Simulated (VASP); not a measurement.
Crystal: Ta2Si.

```
Ta Si
1.0
    -3.08776    3.08776    2.52364
     3.08776   -3.08776    2.52364
     3.08776    3.08776   -2.52364
Ta Si
4 2
Direct
  0.66359 0.83641 0.50000
  0.83641 0.33641 0.17281
  0.33641 0.16359 0.50000
  0.16359 0.66359 0.82719
  0.25000 0.25000 0.00000
  0.75000 0.75000 0.00000
```

Base run:

- Program: VASP 6.6.1
- Functional: PBEsol
- Potentials or basis: VASP PAW PBE potentials, release 64 (Ta_pv, Si)
- Cutoff: 520 eV
- k mesh: 10 × 10 × 10
- Occupations: gaussian, width 0.1 eV
- Spin: no spin polarisation

Its results: band gap on the k mesh zero (band 26 reaches 7.78 eV, above the bottom of band 27 at 7.01 eV); pressure -2.9 GPa; largest force 0.067 eV/Å.

**Question.** The run is repeated on the same cell with these changes: dispersion from none to D3(BJ). What comes out?

**Answer.** Band gap on the k mesh zero (band 26 reaches 7.78 eV, above the bottom of band 27 at 7.01 eV); pressure -9.3 GPa; largest force 0.068 eV/Å.

Dispersion adds attraction, which lowers the pressure at fixed volume and, as a term added to the energy, leaves the levels alone.

Caveats: the PAW data sets were made with another functional, which shifts forces and pressure a little; spin-orbit coupling is left out, which moves the levels of the heavy elements; three body term missing (some runs); pairwise dispersion overbinds metals, which lowers pressure and volume (some runs).
